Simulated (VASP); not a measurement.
Set up this calculation in VASP 6.6.1, as the native input.

| Item | Value |
| --- | --- |
| Task | single point |
| Functional | PBE |
| Potentials or basis | VASP PAW PBE potentials, release 64 (P, C) |
| Cutoff | 600 eV |
| k mesh | 6 × 6 × 6 |
| Occupations | gaussian, width 0.2 eV |
| Spin | no spin polarisation |
| Dipole correction | no |
| Further INCAR settings | ALGO = Normal; EDIFF = 1e-06; NBANDS = 12 |

The structure of PC lies in POSCAR:

```
PC
1.0
    2.6756101222      0.0000000000      0.0000000000
    0.0000000000      2.6756101222      0.0000000000
    0.0000000000      0.0000000000      2.6756101222
P C
1 1
Direct
    0.5000000000      0.5000000000      0.5000000000
    0.0000000000      0.0000000000      0.0000000000
```

The input as run:

INCAR

```
ALGO = Normal ; EDIFF = 1E-6
ENCUT = 600 ; GGA = PE
GGA_COMPAT = False ; ISIF = 2
ISMEAR = 0 ; LASPH = True
LCHARG = False ; LREAL = False
LWAVE = False ; NBANDS = 12
NELM = 120 ; PREC = Accurate
SIGMA = 0.2
```

KPOINTS

```
k-points
0
Gamma
  6 6 6
```

Potentials or basis: VASP PAW PBE potentials, release 64 (P, C).

Run with:

```sh
$ cat potpaw_PBE.64/P/POTCAR potpaw_PBE.64/C/POTCAR > POTCAR
$ mpirun -np 1 vasp_std > vasp.out
```

Results of the run:

```
Pressure : -0.5 GPa
```

Caveat: the k points lie up to 0.39 Å⁻¹ apart.

It took 2 s on 1 thread of Intel(R) Xeon(R) 6975P-C (Granite Rapids), with other jobs on the host, peak memory 0.13 GiB.
